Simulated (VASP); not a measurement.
AlN, 4 atoms in the cell. It takes space group P6_3/mmc (No. 194, hexagonal). Conventional cell: a = 3.222 Å, b = 3.222 Å, c = 3.976 Å, α = 90.00°, β = 90.00°, γ = 120.00°. Al (site symmetry -6m2) has 5 N at 1.86 to 1.99 Å within 2.5 Å. Within 2.5 Å of N (site symmetry -6m2) lie 5 Al at 1.86 to 1.99 Å. 

- Program: VASP 6.6.1
- Task: single point
- Functional: PBEsol
- Potentials or basis: VASP PAW PBE potentials, release 64 (Al, N)
- Cutoff: 520 eV
- k mesh: 9 × 9 × 6
- Occupations: gaussian, width 0.05 eV
- Spin: no spin polarisation
- Dipole correction: no
- Further INCAR settings: ALGO = Normal; EDIFF = 1e-07; NBANDS = 16

Potentials or basis: VASP PAW PBE potentials, release 64 (Al, N).

Launch:

```sh
$ cat potpaw_PBE.64/Al/POTCAR potpaw_PBE.64/N/POTCAR > POTCAR
$ mpirun -np 1 vasp_std > vasp.out
```

Hardware: 1 thread of Intel(R) Xeon(R) 6975P-C (Granite Rapids) (shared host).

Problem. How long does it take, and how much memory?

Solution. Wall time 8.8 s on 1 thread of Intel(R) Xeon(R) 6975P-C (Granite Rapids), on a shared host, peak memory 0.15 GiB. Counts: scf iterations 14, k points 48.
